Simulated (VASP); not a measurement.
A run of VASP 6.6.1 is set up as follows.

Contents of INCAR:

```
SYSTEM = Mg2NCl
ALGO     = Normal         ! electronic algorithm
EDIFF    = 1E-6           ! SCF threshold, eV
ENCUT    = 520            ! plane-wave cutoff, eV
ISIF     = 2              ! what is computed and relaxed
ISMEAR   = 0              ! smearing method
LASPH    = .TRUE.         ! aspherical terms in the spheres
LCHARG   = .TRUE.         ! write CHGCAR
LELF     = .TRUE.         ! ELF
LREAL    = .FALSE.        ! projectors in reciprocal space
LVHAR    = .TRUE.       
LWAVE    = .FALSE.        ! write WAVECAR
NBANDS   = 16             ! bands
NELM     = 60             ! most SCF steps
PREC     = Accurate       ! precision mode
SIGMA    = 0.05           ! smearing width, eV
```

File KPOINTS:

```
k-points
0
G
  9 9 9
  0 0 0
```

File POSCAR:

```
Mg2NCl
1.0
    1.5776332853      0.9108470019      6.3031258500
   -1.5776332853      0.9108470019      6.3031258500
    0.0000000000     -1.8216940039      6.3031258500
Mg N Cl
2 1 1
Direct
    0.2228150000      0.2228150000      0.2228150000
    0.7771850000      0.7771850000      0.7771850000
    0.5000000000      0.5000000000      0.5000000000
    0.0000000000      0.0000000000      0.0000000000
```

Potentials or basis: VASP PAW LDA potentials, release 64 (Mg, N, Cl).

The run is started by

```sh
$ cat potpaw_LDA.64/Mg/POTCAR potpaw_LDA.64/N/POTCAR potpaw_LDA.64/Cl/POTCAR > POTCAR
$ mpirun -np 1 vasp_std > vasp.out
```

**Question.** What does it give for the largest force?

**Answer.** 0.395 eV/Å.

**Question.** Estimate the pressure.

**Answer.** -0.6 GPa.

Forces in eV/Å, atoms in the order of the input:
```
Mg   0.000  0.000 -0.395
Mg   0.000  0.000  0.395
N    0.000  0.000  0.000
Cl   0.000  0.000  0.000
```

Caveat: the cell differs from its parent crystal (strain -0.050 along x and y, +0.050 along z).
